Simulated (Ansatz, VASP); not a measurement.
**One calculation of InAs, two programs**

The input INCAR:

```
  PREC = Accurate
  ENCUT = 500
  EDIFF = 1E-6
  ISMEAR = -1
  SIGMA = 0.03
  LREAL = F
  LASPH = T
  NELM = 120
  ALGO = Normal
  ISIF = 2
  LWAVE = F
  LCHARG = F
  GGA = PE
  NBANDS = 16
  GGA_COMPAT = F
```

File KPOINTS:

```
Automatic mesh
0
Gamma
  4 4 5
```

File POSCAR:

```
InAs
1.0
    4.7312200000      0.0000000000      0.0000000000
   -2.3656100000      4.0973600000      0.0000000000
    0.0000000000      0.0000000000      2.9108900000
In As
1 1
Direct
    0.0000000000      0.0000000000      0.0000000000
    0.6666700000      0.3333300000      0.0000000000
```

Contents of input.yaml:

```yaml
crystal:
  lattice:
    - [4.73122, 0.0, 0.0]
    - [-2.36561, 4.09736, 0.0]
    - [0.0, 0.0, 2.91089]
  atoms:
    - { symbol: In, position: [0.0, 0.0, 0.0] }
    - { symbol: As, position: [0.66667, 0.33333, 0.0] }
kpoints:
  mp_grid: { grid: [4, 4, 5] }
scf:
  occupations: { method: fermi_dirac, width: 0.03 }
hamiltonian:
  xc: pbe
  pseudopotentials: { kind: all_electron, lapw: { basis_error: 0.002 } }
output:
  forces: true
  stress: true
  eigenvalues: true
```

Alike in both runs: task single point; functional PBE; k mesh 4 × 4 × 5; occupations fermi-dirac, width 0.03 eV; no spin polarisation.

|  | VASP | Ansatz |
| --- | --- | --- |
| version | VASP 6.6.1 | Ansatz 0.2.0 |
| potentials or method | VASP PAW PBE potentials, release 64 (In_d, As), cutoff 500 eV | all-electron LAPW, scalar-relativistic |

Ansatz gave:

- gap on the k mesh at the Fermi level (eV): none
- pressure (GPa): 2.0
- traceless stress, the component that is largest in VASP (GPa): -2.63

Task: What did VASP give for the same quantities?

Result: gap on the k mesh at the Fermi level (eV): none; pressure (GPa): 2.0; traceless stress, the component that is largest in VASP (GPa): -2.65.

A gap of «none» marks a metal or a gap that the smearing closes. Ansatz ran all-electron here, and VASP with PAW potentials.

The k mesh is coarse, so the values compare programs but aren't converged. Noted on Ansatz's run: the k mesh is thin for a metal, which can move the energy by tens of meV per atom.
